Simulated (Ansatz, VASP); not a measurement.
# One calculation of Gd, two programs

File INCAR:

```
PREC = Accurate
ENCUT = 520
EDIFF = 1E-6
ISMEAR = -1
SIGMA = 0.1
LREAL = False
LASPH = True
NELM = 150
ALGO = Normal
ISIF = 2
LWAVE = False
LCHARG = True
ISPIN = 2
MAGMOM = 7 -7
LORBIT = 11
LMAXMIX = 6
GGA = PE
LELF = True
LVHAR = True
NBANDS = 29
```

File KPOINTS:

```
regular mesh
0
Gamma
  9 9 5
```

Contents of POSCAR:

```
Gd
1.0
    3.6360000000      0.0000000000      0.0000000000
   -1.8180000000      3.1488680000      0.0000000000
    0.0000000000      0.0000000000      5.7826000000
Gd
2
Direct
    0.3333333333      0.6666666667      0.2500000000
    0.6666666667      0.3333333333      0.7500000000
```

Input for Ansatz:

```yaml
crystal:
  lattice:
    - [3.636, 0.0, 0.0]
    - [-1.818, 3.148868, 0.0]
    - [0.0, 0.0, 5.7826]
  atoms:
    - { symbol: Gd, position: [0.3333333333333333, 0.6666666666666666, 0.25], spin: 7.0 }
    - { symbol: Gd, position: [0.6666666666666666, 0.3333333333333333, 0.75], spin: -7.0 }
basis:
  ecutwfc: 462.593566181796
kpoints:
  mp_grid:
    grid: [9, 9, 5]
hamiltonian:
  pseudopotentials:
    kind: paw
magnetization:
  spin_polarized: true
scf:
  occupations:
    method: fermi_dirac
    width: 0.1
output:
  eigenvalues: true
```

Alike in both runs: task single point; functional PBE; k mesh 9 × 9 × 5; occupations fermi-dirac, width 0.1 eV; collinear spin.

```csv
,VASP,Ansatz
version,VASP 6.6.1,Ansatz 0.2.0
potentials or method,"VASP PAW PBE potentials, release 64 (Gd), cutoff 520 eV","plane waves, PAW"
valence electrons in the cell,36,36
```

|  | VASP | Ansatz | Ansatz less VASP |
| --- | --- | --- | --- |
| gap on the k mesh at the Fermi level (eV) | none | none | - |
| net moment per atom (μB) | 0.00 | 0.00 | 0.000 |
| size of the moment on the site where the two differ most (μB) | 6.92 | 7.23 | +0.307 |

Site moments also hang on the region over which each program counts them. A gap of «none» marks a metal or a gap that the smearing closes. With one functional, cell and mesh, what is left measures potentials, basis and numerics.

Neither program's run includes spin-orbit coupling.
